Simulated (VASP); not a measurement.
# Au (I4/mmm) in VASP: single point with r2SCAN

Aim: the single point of Au with r2SCAN.

Program: VASP 6.6.1. These are calculated values, not measurements. Logs are shortened: lines on timing, memory, paths and dates and some standing lists are left out, and cuts for length are marked.

## 1. The cell of the first run

It takes space group I4/mmm (No. 139, tetragonal). The conventional cell has a = 3.112 Å, b = 3.112 Å, c = 3.439 Å, α = 90.00°, β = 90.00°, γ = 90.00°. Au (site symmetry 4/mmm) has 14 Au at 2.79 to 3.44 Å within 3.7 Å.

## 2. Single point, r2SCAN (strain -0.050 along x and y, +0.050 along z)

File POSCAR:

```
Au
1.0
   -1.5558035833      1.5558035833      1.7195723815
    1.5558035833     -1.5558035833      1.7195723815
    1.5558035833      1.5558035833     -1.7195723815
Au
1
Direct
    0.0000000000      0.0000000000      0.0000000000
```

File INCAR.step1:

```
SYSTEM = Au
  ALGO = Normal
  EDIFF = 1E-4
  ENCUT = 520
  GGA = PE
  ISMEAR = 0
  LASPH = .True.
  LCHARG = .False.
  LREAL = .False.
  LWAVE = .True.
  NBANDS = 12
  NELM = 60
  PREC = Accurate
  SIGMA = 0.15
```

File INCAR.step2:

```
SYSTEM = Au
  ALGO = Normal
  EDIFF = 1E-7
  ENCUT = 520
  ISIF = 2
  ISMEAR = 0
  ISTART = 1
  LASPH = .True.
  LCHARG = .False.
  LMIXTAU = .True.
  LREAL = .False.
  LWAVE = .False.
  METAGGA = R2SCAN
  NBANDS = 12
  NELM = 60
  PREC = Accurate
  SIGMA = 0.15
```

File KPOINTS:

```
k-points
0
Gamma
  26 26 26
  0 0 0
```

Potentials or basis: VASP PAW PBE potentials, release 64 (Au).

Command:

```console
cat potpaw_PBE.64/Au/POTCAR > POTCAR
cp INCAR.step1 INCAR
mpirun -np 1 vasp_std > vasp.out
cp INCAR.step2 INCAR
mpirun -np 1 vasp_std > vasp.out
```

OUTCAR:

```text
SYSTEM = Au
   EDIFF = 1E-7
   ENCUT = 520
   ISIF = 2
   ISMEAR = 0
   ISTART = 1
   LASPH = .True.
   LREAL = .False.
   METAGGA = R2SCAN
   NELM = 60
   PREC = Accurate

 ion  position               nearest neighbor table
   1  0.000  0.000  0.000-

  LATTYP: Found a body centered tetragonal cell.
 ALAT       =     3.1116071666
 C/A-ratio  =     1.1052631579

  Lattice vectors:

 A1 = (  -1.5558035833,   1.5558035833,   1.7195723815)
 A2 = (   1.5558035833,  -1.5558035833,   1.7195723815)
 A3 = (   1.5558035833,   1.5558035833,  -1.7195723815)

Analysis of symmetry for initial positions (statically):
=====================================================================
 Subroutine PRICEL returns:
 Original cell was already a primitive cell.

 Routine SETGRP: Setting up the symmetry group for a
 body centered tetragonal supercell.

 Subroutine GETGRP returns: Found 16 space group operations
 (whereof 16 operations were pure point group operations)
 out of a pool of 16 trial point group operations.

The static configuration has the point symmetry D_4h.

Analysis of symmetry for dynamics (positions and initial velocities):
=====================================================================
 Subroutine PRICEL returns:
 Original cell was already a primitive cell.

 Routine SETGRP: Setting up the symmetry group for a
 body centered tetragonal supercell.

 Subroutine GETGRP returns: Found 16 space group operations
 (whereof 16 operations were pure point group operations)
 out of a pool of 16 trial point group operations.

The dynamic configuration has the point symmetry D_4h.

 Subroutine INISYM returns: Found 16 space group operations
 (whereof 16 operations are pure point group operations),
 and found     1 'primitive' translations

----------------------------------------------------------------------------------------

                                     Primitive cell

  volume of cell :      16.6491

  direct lattice vectors                    reciprocal lattice vectors
    -1.555803583  1.555803583  1.719572381     0.000000000  0.321377329  0.290769964
     1.555803583 -1.555803583  1.719572381     0.321377329  0.000000000  0.290769964
     1.555803583  1.555803583 -1.719572381     0.321377329  0.321377329  0.000000000

  length of vectors
     2.792486124  2.792486124  2.792486124     0.433394231  0.433394231  0.454496177

  position of ions in fractional coordinates (direct lattice)
     0.000000000  0.000000000  0.000000000

  ion indices of the primitive-cell ions
   primitive index   ion index
                 1           1

----------------------------------------------------------------------------------------

 KPOINTS: k-points

Automatic generation of k-mesh.
 Grid dimensions read from file:
 generate k-points for:   26   26   26

 Generating k-lattice:

  Cartesian coordinates                     Fractional coordinates (reciprocal lattice)
     0.000000000  0.012360666  0.011183460     0.038461538  0.000000000  0.000000000
     0.012360666  0.000000000  0.011183460     0.000000000  0.038461538  0.000000000
     0.012360666  0.012360666  0.000000000     0.000000000  0.000000000  0.038461538

  Length of vectors
     0.016669009  0.016669009  0.017480622

  Shift w.r.t. Gamma in fractional coordinates (k-lattice)
     0.000000000  0.000000000  0.000000000

 Subroutine IBZKPT returns following result:
 ===========================================

 Found   1330 irreducible k-points:

 Following reciprocal coordinates:
            Coordinates               Weight
  0.000000  0.000000  0.000000      1.000000
  0.038462  0.000000 -0.000000      8.000000
  0.076923  0.000000 -0.000000      8.000000
  0.115385  0.000000  0.000000      8.000000
  0.153846  0.000000 -0.000000      8.000000
  0.192308  0.000000 -0.000000      8.000000
[... 16 lines left out ...]
  0.346154  0.038462 -0.000000     16.000000
  0.384615  0.038462 -0.000000     16.000000
 [... further k-points ...]
   k-points           NKPTS =   1330   k-points in BZ     NKDIM =   1330   number of bands    NBANDS=     12
   number of dos      NEDOS =    301   number of ions     NIONS =      1
   total plane-waves  NPLWV =  13824
   dimension x,y,z NGX =    24 NGY =   24 NGZ =   24
   dimension x,y,z NGXF=    48 NGYF=   48 NGZF=   48
   ions per type =               1
   NGX,Y,Z   is equivalent  to a cutoff of  14.29, 14.29, 14.29 a.u.
   NGXF,Y,Z  is equivalent  to a cutoff of  28.58, 28.58, 28.58 a.u.
 SYSTEM =  Au
   PREC   = accura    normal or accurate (medium, high low for compatibility)
   ISTART =      1    job   : 0-new  1-cont  2-samecut
   ICHARG =      0    charge: 1-file 2-atom 10-const
   ISPIN  =      1    spin polarized calculation?
   LNONCOLLINEAR =      F non collinear calculations
   LSORBIT =      F    spin-orbit coupling
   LASPH  =      T    aspherical Exc in radial PAW
   ENCUT  =  520.0 eV  38.22 Ry    6.18 a.u.   5.19  5.19  5.19*2*pi/ulx,y,z
   NELM   =     60;   NELMIN=  2; NELMDL=  0     # of ELM steps
   EDIFF  = 0.1E-06   stopping-criterion for ELM
   LREAL  =      F    real-space projection
   EDIFFG = 0.1E-05   stopping-criterion for IOM
   NSW    =      0    number of steps for IOM
   IBRION =     -1    ionic relax: 0-MD 1-quasi-New 2-CG
   NFREE  =      0    steps in history (QN), initial steepest desc. (CG)
   ISIF   =      2    stress and relaxation
   ISYM   =      2    0-nonsym 1-usesym 2-fastsym
   POTIM  = 0.5000    time-step for ionic-motion
   TEBEG  =    0.0;   TEEND  =   0.0 temperature during run
   PSTRESS=    0.0 pullay stress
   NELECT =      11.0000    total number of electrons
   NUPDOWN=      -1.0000    fix difference up-down
   EMIN   =  10.00;   EMAX   =-10.00  energy-range for DOS
   EFERMI =   0.00;   METHOD = LEGACY
   ISMEAR =     0;   SIGMA  =   0.15  broadening in eV -4-tet -1-fermi 0-gaus
   EFERMI_NEDOS =   21; number of points for ismear=-14 and -15
   IALGO  =     38    algorithm
   IMIX   =      4    mixing-type and parameters
     AMIX     =   0.40;   BMIX     =  1.00
     AMIX_MAG =   1.60;   BMIX_MAG =  1.00
  volume/ion in A,a.u.               =      16.65       112.35
  Fermi-wavevector in a.u.,A,eV,Ry     =   1.425856  2.694478 27.661541  2.033066
  Thomas-Fermi vector in A             =   2.546196
   LORBIT       =      0    0 simple, 1 ext, 2 COOP (PROOUT), +10 PAW based schemes
   METAGGA = R2SCAN    functional components
   LHFCALC =     F    Hartree Fock is set to
   AEXX    =    0.0000 exact exchange contribution
   IVDW    =     0    specifies the selected vdW correction
   LEPSILON=     F    determine dielectric tensor
   LRPA    =     F    only Hartree local field effects (RPA)
 non-spin polarized calculation
 Gauss-broadening in eV      SIGMA  =   0.15
  energy-cutoff  :      520.00
  volume of cell :       16.65
 maximum number of plane-waves:       471
 NGX is ok and might be reduce to    24
   NGX = 11   NGY = 11   NGZ = 11

 number of electron      11.0000002 magnetization

 Free energy of the ion-electron system (eV)
  ---------------------------------------------------
  ext. energy  EPLUGINS =         0.00000000
  ---------------------------------------------------
  free energy    TOTEN  =       -50.54989336 eV

  energy without entropy =      -50.54748971  energy(sigma->0) =      -50.54869153

 E-fermi :   9.7739     XC(G=0): -13.7932

 val. band max:        9.7732354341   @ k =  -0.3462   0.3462   0.2692
 cond. band min:       9.7740613261   @ k =  -0.3077  -0.3077   0.1538
 fundamental gap:      0.0008258919
 Fermi energy:         9.7738629533

 k-point     1 :       0.0000    0.0000    0.0000
  band No.  band energies     occupation
      1      -0.6212      2.00000
      2       4.2922      2.00000
      3       4.2922      2.00000
      4       4.9312      2.00000
      5       6.0456      2.00000
      6       6.7676      2.00000
      7      26.0778      0.00000
      8      27.7692      0.00000
      9      27.7692      0.00000
     10      33.1821      0.00000
     11      35.6795      0.00000
     12      36.7213      0.00000

 k-point     2 :       0.0385    0.0000   -0.0000
  band No.  band energies     occupation
      1      -0.5645      2.00000
      2       4.2958      2.00000
      3       4.3075      2.00000
      4       4.9385      2.00000
      5       6.0341      2.00000
      6       6.7554      2.00000
      7      26.1228      0.00000
      8      27.7315      0.00000
      9      27.8410      0.00000
     10      32.6764      0.00000
     11      35.5035      0.00000
     12      36.3453      0.00000

 k-point     3 :       0.0769    0.0000   -0.0000
  band No.  band energies     occupation
      1      -0.3968      2.00000
      2       4.3053      2.00000
      3       4.3382      2.00000
      4       4.9757      2.00000
      5       6.0023      2.00000
      6       6.7224      2.00000
      7      26.2316      0.00000
      8      27.5566      0.00000
      9      28.0533      0.00000
     10      31.8459      0.00000
     11      34.2104      0.00000
     12      35.9064      0.00000

 k-point     4 :       0.1154    0.0000    0.0000
  band No.  band energies     occupation
      1      -0.1251      2.00000
      2       4.3194      2.00000
      3       4.3459      2.00000
      4       5.0817      2.00000
      5       5.9582      2.00000
      6       6.6781      2.00000
      7      26.2796      0.00000
      8      27.1261      0.00000
      9      28.3966      0.00000
     10      31.2799      0.00000
     11      32.9867      0.00000
     12      34.8751      0.00000

 k-point     5 :       0.1538    0.0000   -0.0000
  band No.  band energies     occupation
      1       0.2359      2.00000
      2       4.3044      2.00000
      3       4.3406      2.00000
      4       5.2833      2.00000
      5       5.9146      2.00000
      6       6.6342      2.00000
      7      25.7432      0.00000
      8      26.7349      0.00000
      9      28.8536      0.00000
     10      31.1511      0.00000
     11      32.0829      0.00000
     12      33.6743      0.00000
[... 228 lines left out ...]
      1       1.6755      2.00000
      2       3.9474      2.00000
      3       4.8309      2.00000
      4       5.8973      2.00000
      5       6.5098      2.00000
      6       6.6840      2.00000
      7      20.5542      0.00000
      8      25.1685      0.00000
      9      28.4000      0.00000
     10      31.1576      0.00000
     11      32.7238      0.00000
     12      33.4693      0.00000

 k-point    22 :       0.3077    0.0385   -0.0000
  band No.  band energies     occupation
      1       1.8873      2.00000
      2       3.8398      2.00000
      3       5.3116      2.00000
      4       5.9383      2.00000
      5       6.6088      2.00000
      6       7.0895      2.00000
      7      18.8868      0.00000
      8      24.6251      0.00000
      9      27.4844      0.00000
     10      31.8252      0.00000
     11      32.9127      0.00000
     12      34.3219      0.00000

 k-point    23 :       0.3462    0.0385   -0.0000
  band No.  band energies     occupation
      1       1.9776      2.00000
      2       3.7444      2.00000
      3       5.7808      2.00000
      4       6.1087      2.00000
      5       6.7523      2.00000
      6       7.5370      2.00000
      7      17.2633      0.00000
      8      24.1497      0.00000
      9      26.6248      0.00000
     10      32.4800      0.00000
     11      33.0021      0.00000
     12      34.3725      0.00000

 k-point    24 :       0.3846    0.0385   -0.0000
  band No.  band energies     occupation
      1       1.9960      2.00000
      2       3.6673      2.00000
      3       5.8578      2.00000
      4       6.5030      2.00000
      5       7.1136      2.00000
      6       8.0215      2.00000
      7      15.7359      0.00000
      8      23.7729      0.00000
      9      25.9129      0.00000
     10      32.8082      0.00000
     11      33.1294      0.00000
     12      34.2352      0.00000

 [... further k-points ...]
[... 5 lines left out ...]
  --------------------------------------------------------------------------------------
  -------------------------------------------------------------------------------------
  Total        1.0365018      1.0365018      1.1266371      0.0000000     -0.0000000      0.0000000
  in kB       99.7448937     99.7448937    108.4188111      0.0000000     -0.0000000      0.0000000
  external PRESSURE =     102.6361995 kB  Pullay stress =       0.0000000 kB

 VOLUME and BASIS-vectors are now :
 -----------------------------------------------------------------------------
  energy-cutoff  :      520.00
  volume of cell :       16.65
      direct lattice vectors                 reciprocal lattice vectors
    -1.555803583  1.555803583  1.719572381     0.000000000  0.321377329  0.290769964
     1.555803583 -1.555803583  1.719572381     0.321377329  0.000000000  0.290769964
     1.555803583  1.555803583 -1.719572381     0.321377329  0.321377329  0.000000000

 POSITION                                       TOTAL-FORCE (eV/Angst)
 -----------------------------------------------------------------------------------
      0.00000      0.00000      0.00000        -0.000000      0.000000     -0.000000
 -----------------------------------------------------------------------------------
    total drift:                                0.000000      0.000000      0.000000

  FREE ENERGIE OF THE ION-ELECTRON SYSTEM (eV)
  ---------------------------------------------------
  free  energy   TOTEN  =       -50.5498933555 eV

  energy  without entropy=      -50.5474897065  energy(sigma->0) =      -50.54869153
```

Wall time 14 min (1 thread of Oxide Virtual Turin-like, shared host); peak memory 0.34 GiB.

What came out:

| Quantity | Value |
| --- | --- |
| Free energy | -50.5499 eV |
| Pressure | 10.3 GPa |
| Band gap on the k mesh | zero (an odd number of electrons rules out a gap without spin polarisation) |

Levels at points of the mesh, in eV from the Fermi level:
```
           k point  band 3  band 4  band 5  band 6  band 7  band 8  band 9  band 10
(0.00, 0.00, 0.00)   -5.48   -4.84   -3.73   -3.01   16.30   18.00   18.00    23.41
(0.50, 0.00, 0.00)   -3.94   -2.92   -1.69   -0.80    3.55   13.59   15.54    22.67
(0.50, 0.50, 0.00)   -2.90   -2.78   -1.51   -0.20    4.42   12.19   13.16    21.14
(0.50, 0.50, 0.50)   -2.15   -1.91   -1.91    4.72    7.70    7.70    9.92    16.43
```

Caveat: the cell differs from its parent crystal (strain -0.050 along x and y, +0.050 along z); the cell stands under pressure; the PAW data sets were made with another functional, which shifts forces and pressure a little; spin-orbit coupling is left out, which moves the levels of the heavy elements.
